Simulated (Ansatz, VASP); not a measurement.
## LiNbO3 in VASP and in Ansatz

File INCAR:

```
PREC = Accurate ; ENCUT = 520
EDIFF = 1E-6 ; ISMEAR = 0
SIGMA = 0.01 ; LREAL = False
LASPH = True ; NELM = 150
ALGO = Normal ; ISIF = 2
LWAVE = False ; LCHARG = True
MAGMOM = 0 0 0 0 0 0 0 0 0 0 0 0 0 0 0 ; LORBIT = 11
LSORBIT = True ; GGA_COMPAT = False
LORBMOM = True ; LMAXMIX = 4
GGA = PE ; LVHAR = True
NBANDS = 49
```

File KPOINTS:

```
regular mesh
0
Gamma
  4 4 4
```

The input POSCAR:

```
LiNbO3
1.0
    3.9331683584      0.0000000000      0.0000000000
    0.0000000000      3.9331683584      0.0000000000
    0.0000000000      0.0000000000      3.9331683584
Li Nb O
1 1 3
Direct
    0.0000000000      0.0000000000      0.0000000000
    0.5000000000      0.5000000000      0.5000000000
    0.5000000000      0.5000000000      0.0000000000
    0.5000000000      0.0000000000      0.5000000000
    0.0000000000      0.5000000000      0.5000000000
```

Input for Ansatz:

```yaml
crystal:
  lattice:
    - [3.9331683584, 0.0, 0.0]
    - [0.0, 3.9331683584, 0.0]
    - [0.0, 0.0, 3.9331683584]
  atoms:
    - { symbol: Li, position: [0.0, 0.0, 0.0] }
    - { symbol: Nb, position: [0.5, 0.5, 0.5] }
    - { symbol: O, position: [0.5, 0.5, 0.0] }
    - { symbol: O, position: [0.5, 0.0, 0.5] }
    - { symbol: O, position: [0.0, 0.5, 0.5] }
kpoints:
  mp_grid: { grid: [4, 4, 4] }
hamiltonian:
  xc: pbe
scf:
  occupations: { method: fixed }
  n_extra_bands: 36
magnetization:
  noncollinear: true
  spin_orbit: true
output:
  optics: { e_range: [0, 13], de: 0.05, sigma: 0.1, bands: scf }
```

Alike in both runs: task single point; functional PBE; k mesh 4 × 4 × 4; non-collinear spin, spin-orbit coupling.

```csv
,VASP,Ansatz
version,VASP 6.6.1,Ansatz 0.2.0
potentials or method,"VASP PAW PBE potentials, release 64 (Li_sv, Nb_sv, O)","plane waves, PAW"
plane-wave cutoff (eV),520,420
occupations,"gaussian, width 0.01 eV",fixed
valence electrons in the cell,34,34
```

|  | VASP | Ansatz | Ansatz less VASP |
| --- | --- | --- | --- |
| net moment per atom (μB) | 0.00 | 0.00 | 0.000 |

Ansatz's warnings: optics gap not shown off mesh.

The k mesh is coarse, so the values compare programs but aren't converged. Noted on VASP's run: the cutoff is short for stress, so the pressure is rough.
